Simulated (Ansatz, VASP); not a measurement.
# One calculation of AlN, two programs

```
Al N
1.0
     0.00000    2.20126    2.20126
     2.20126    0.00000    2.20126
     2.20126    2.20126    0.00000
Al N
1 1
Direct
  0.00000 0.00000 0.00000
  0.25000 0.25000 0.25000
```

Alike in both runs: functional PBE; k mesh 10 × 10 × 10; occupations gaussian, width 0.02 eV; no spin polarisation.

Ansatz relaxed the structure, and its values are those at the end. VASP's run is a single point on that final structure, the one shown.

```csv
,VASP,Ansatz
version,VASP 6.6.1,Ansatz 0.2.0
potentials or method,"VASP PAW PBE potentials, release 64 (Al, N), cutoff 600 eV","scalar-relativistic, plane waves, PAW"
valence electrons in the cell,8,8
```

|  | VASP | Ansatz | Ansatz less VASP |
| --- | --- | --- | --- |
| gap on the k mesh at the Fermi level (eV) | 3.31 | 3.31 | +0.006 |
| least direct gap on the mesh (eV) | 3.99 | 3.98 | -0.008 |
| pressure (GPa) | -0.3 | 0.0 | +0.32 |
